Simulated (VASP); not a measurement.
Wanted: the native input for a VASP 6.6.1 run.

```yaml
Task: single point
Functional: PBE
Potentials_or_basis: VASP PAW PBE potentials, release 64 (Sn_d, Mo_sv)
Cutoff: 520 eV
k_mesh: 12 × 12 × 16
Occupations: gaussian, width 0.1 eV
Spin: no spin polarisation
Dipole_correction: no
Further_INCAR_settings: ALGO = Fast; EDIFF = 1e-06; NBANDS = 28
```

The structure of SnMo2 lies in POSCAR:

```
SnMo2
1.0
    4.5104771440      0.0000000000      0.0000000000
   -2.2552385720      3.9061877899      0.0000000000
    0.0000000000      0.0000000000      3.0693198088
Sn Mo
1 2
Direct
    0.0000000000      0.0000000000      0.0000000000
    0.3333333333      0.6666666667      0.5000000000
    0.6666666667      0.3333333333      0.5000000000
```

These files were run (other wordings do the same):

INCAR

```
PREC = Accurate
ENCUT = 520
EDIFF = 1E-6
ISMEAR = 0
SIGMA = 0.1
LREAL = F
LASPH = T
NELM = 60
ALGO = Fast
ISIF = 2
LWAVE = F
LCHARG = T
GGA = PE
LELF = T
LVHAR = T
NBANDS = 28
```

KPOINTS

```
Automatic mesh
0
Gamma
  12 12 16
```

Potentials or basis: VASP PAW PBE potentials, release 64 (Sn_d, Mo_sv).

Launch:

```bash
$ cat potpaw_PBE.64/Sn_d/POTCAR potpaw_PBE.64/Mo_sv/POTCAR > POTCAR
$ mpirun -np 1 vasp_std > vasp.out
```

Results of the run:

| Property | Result |
| --- | --- |
| Pressure | 0.3 GPa |
| Band gap on the k mesh | zero (bands 21 and 22 overlap by 2.06 eV) |

Caveat: spin-orbit coupling is left out, which moves the levels of the heavy elements.

Run time: 100 s on 1 thread of Intel(R) Xeon(R) 6975P-C (Granite Rapids) (shared host), peak memory 0.35 GiB.
